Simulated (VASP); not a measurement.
K, 1 atom in the cell. It takes space group Im-3m (No. 229, cubic). The conventional cell has a = 5.395 Å, b = 5.395 Å, c = 5.395 Å, α = 90.00°, β = 90.00°, γ = 90.00°. 

* Program: VASP 6.6.1
* Task: single point
* Functional: r2SCANh
* Dispersion: D4
* Potentials or basis: VASP PAW PBE potentials, release 64 (K_sv)
* Cutoff: 440 eV
* k mesh: 5 × 5 × 5
* Occupations: fermi-dirac, width 0.01 eV
* Spin: no spin polarisation
* Dipole correction: no
* Grid for exact exchange (PRECFOCK): Normal
* Further INCAR settings: ALGO = Normal; EDIFF = 1e-06; NBANDS = 10
* Share of exact exchange: 0.1

Potentials or basis: VASP PAW PBE potentials, release 64 (K_sv).

Command:

```bash
$ cat potpaw_PBE.64/K_sv/POTCAR > POTCAR
$ cp INCAR.step1 INCAR
$ mpirun -np 1 vasp_std > vasp.out
$ cp INCAR.step2 INCAR
$ mpirun -np 1 vasp_std > vasp.out
```

Hardware: 1 thread of Intel(R) Xeon(R) Platinum 8488C (Sapphire Rapids), on a shared host.

How long does it take, and how much memory?

Wall time 2.3 min on 1 thread of Intel(R) Xeon(R) Platinum 8488C (Sapphire Rapids), with other jobs on the host, peak memory 0.19 GiB. Counts: k points 10.
